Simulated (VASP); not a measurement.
## Cu5Ni: relaxation of cell and atoms with PBE

Crystal: Cu5Ni.

```
CELL_PARAMETERS angstrom
2.59252 0.00000 0.00000
0.00000 2.59252 0.00000
0.00000 0.00000 10.99914
ATOMIC_POSITIONS crystal
Cu 0.50000 0.50000 0.83333
Cu 0.00000 0.00000 0.66667
Cu 0.50000 0.50000 0.50000
Cu 0.00000 0.00000 0.33333
Cu 0.50000 0.50000 0.16667
Ni 0.00000 0.00000 0.00000
```

- Program: VASP 6.6.1
- Task: relaxation of cell and atoms
- Functional: PBE
- Potentials or basis: VASP PAW PBE potentials, release 64 (Cu, Ni)
- Cutoff: 600 eV
- k mesh: 6 × 6 × 2
- Occupations: gaussian, width 0.1 eV
- Spin: collinear spin, ferromagnetic start
- Starting moments: [0.0, 0.0, 0.0, 0.0, 0.0, 2.0] μB
- Dipole correction: no
- Further INCAR settings: ALGO = Normal; EDIFF = 1e-07; IBRION = 2; EDIFFG = -0.04; NSW = 90; ISIF = 3

```
Relaxed volume                                        : 11.74 Å³/atom
Relaxed cell                                          : a = 2.576 Å, b = 2.576 Å, c = 10.621 Å, α = 90.00°, β = 90.00°, γ = 90.00°
Space group after relaxing (to 0.1 Å)                 : P4/mmm (No. 123)
Energy gained by relaxing                             : 16.1 meV/atom
Ionic steps                                           : 8
Pressure after relaxing                               : 0.4 GPa
Largest force after relaxing                          : 0.034 eV/Å
Net moment                                            : 0.00 μB per cell
Valence electrons inside the program's atomic spheres : Cu 10.01, 9.99 (each value once); Ni 9.26
```

Forces on the atoms (eV/Å):
```
Cu   0.000  0.000  0.017
Cu   0.000  0.000 -0.034
Cu   0.000  0.000  0.000
Cu   0.000  0.000  0.034
Cu   0.000  0.000 -0.017
Ni   0.000  0.000  0.000
```

Stress tensor (GPa, compression positive):
```
0.34 0.00 0.00
0.00 0.34 0.00
0.00 0.00 0.45
```

The path:
```
step  energy change (eV)  largest force (eV/Å)  pressure (GPa)  volume (Å³)
   1              0.0000                0.3560           -6.17        73.93
   2             -0.0646                0.2255            3.56        68.97
   3             -0.0782                0.2720            0.37        70.35
   4             -0.0866                0.1708            0.31        70.41
   5             -0.0939                0.1351            0.24        70.52
   6             -0.0959                0.0648           -0.37        70.78
   7             -0.0960                0.0393           -0.55        70.88
   8             -0.0964                0.0339            0.38        70.46
```

Final structure:
```cif
data_structure
_symmetry_space_group_name_H-M 'P 1'
_symmetry_Int_Tables_number 1
_cell_length_a 2.5757
_cell_length_b 2.5757
_cell_length_c 10.6207
_cell_angle_alpha 90.000
_cell_angle_beta 90.000
_cell_angle_gamma 90.000
_cell_volume 70.46
loop_
_atom_site_label
_atom_site_type_symbol
_atom_site_fract_x
_atom_site_fract_y
_atom_site_fract_z
_atom_site_occupancy
Cu1 Cu 0.50000 0.50000 0.83833 1
Cu2 Cu 0.00000 0.00000 0.66966 1
Cu3 Cu 0.50000 0.50000 0.50000 1
Cu4 Cu 0.00000 0.00000 0.33034 1
Cu5 Cu 0.50000 0.50000 0.16167 1
Ni1 Ni 0.00000 0.00000 0.00000 1
```

Levels at points of the mesh, in eV from the Fermi level:
Spin up:
| k point | band 29 | band 30 | band 31 | band 32 | band 33 | band 34 | band 35 | band 36 | band 37 | band 38 |
| --- | --- | --- | --- | --- | --- | --- | --- | --- | --- | --- |
| (0.00, 0.00, 0.00) | -1.77 | -1.75 | -1.75 | -0.91 | -0.51 | -0.51 | -0.29 | 2.14 | 7.89 | 12.85 |
| (0.50, 0.00, 0.00) | -0.72 | -0.62 | -0.56 | -0.54 | -0.51 | -0.42 | -0.20 | 0.78 | 4.69 | 4.70 |
| (0.50, 0.50, 0.00) | -0.41 | 0.17 | 1.46 | 1.46 | 4.18 | 4.18 | 4.20 | 4.20 | 6.99 | 7.01 |
| (0.00, 0.00, 0.50) | -1.69 | -1.69 | -1.26 | -0.51 | -0.51 | -0.29 | 0.35 | 0.60 | 9.87 | 10.70 |
| (0.50, 0.00, 0.50) | -0.89 | -0.86 | -0.71 | -0.44 | -0.44 | -0.42 | -0.20 | 0.74 | 4.00 | 4.10 |
| (0.50, 0.50, 0.50) | -0.41 | 0.17 | 2.32 | 2.32 | 2.40 | 2.40 | 6.44 | 6.44 | 6.45 | 6.45 |
Spin down:
```csv
k point,band 30,band 31,band 32,band 33,band 34,band 35,band 36,band 37
"(0.00, 0.00, 0.00)",-1.75,-1.75,-0.91,-0.51,-0.51,-0.29,2.14,7.89
"(0.50, 0.00, 0.00)",-0.62,-0.56,-0.54,-0.51,-0.42,-0.20,0.78,4.69
"(0.50, 0.50, 0.00)",0.17,1.46,1.46,4.18,4.18,4.20,4.20,6.99
"(0.00, 0.00, 0.50)",-1.69,-1.26,-0.51,-0.51,-0.29,0.35,0.60,9.87
"(0.50, 0.00, 0.50)",-0.86,-0.71,-0.44,-0.44,-0.42,-0.20,0.74,4.00
"(0.50, 0.50, 0.50)",0.17,2.32,2.32,2.40,2.40,6.44,6.44,6.45
```

Wall time 14 min on 1 thread of AMD EPYC 9R45 96-Core Processor (Zen 5), on a shared host, peak memory 0.29 GiB.

Caveat: the k points lie up to 0.41 Å⁻¹ apart in the final cell; the moments typed at the start vanished in this run.
